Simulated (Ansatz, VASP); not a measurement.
## PbSe in VASP and in Ansatz

```xyz
2
Lattice="0.0306 3.0775 3.0775 3.0775 0.0306 3.0775 3.0775 3.0775 0.0306" Properties=species:S:1:pos:R:3 pbc="T T T"
Pb    0.0000    0.0000    0.0000
Se    3.0928    3.0928    3.0928
```

Change from the starting cell: equal xy, yz and zx shear strains of +1 %.

Alike in both runs: task single point; functional PBEsol; k mesh 7 × 7 × 7; occupations fermi-dirac, width 0.02 eV; no spin polarisation.

|  | VASP | Ansatz |
| --- | --- | --- |
| version | VASP 6.6.1 | Ansatz 0.2.0 |
| potentials or method | VASP PAW PBE potentials, release 64 (Pb_d, Se), cutoff 520 eV | all-electron LAPW, scalar-relativistic |

|  | VASP | Ansatz | Ansatz less VASP |
| --- | --- | --- | --- |
| gap on the k mesh at the Fermi level (eV) | 0.74 | 0.74 | -0.001 |
| pressure (GPa) | -0.6 | -0.6 | +0.02 |
| traceless stress, the component that is largest in VASP (GPa) | -0.18 | -0.18 | 0.000 |

VASP's potentials were made for PBE, not for PBEsol. Ansatz ran all-electron here, and VASP with PAW potentials.

Spin-orbit coupling is off throughout.
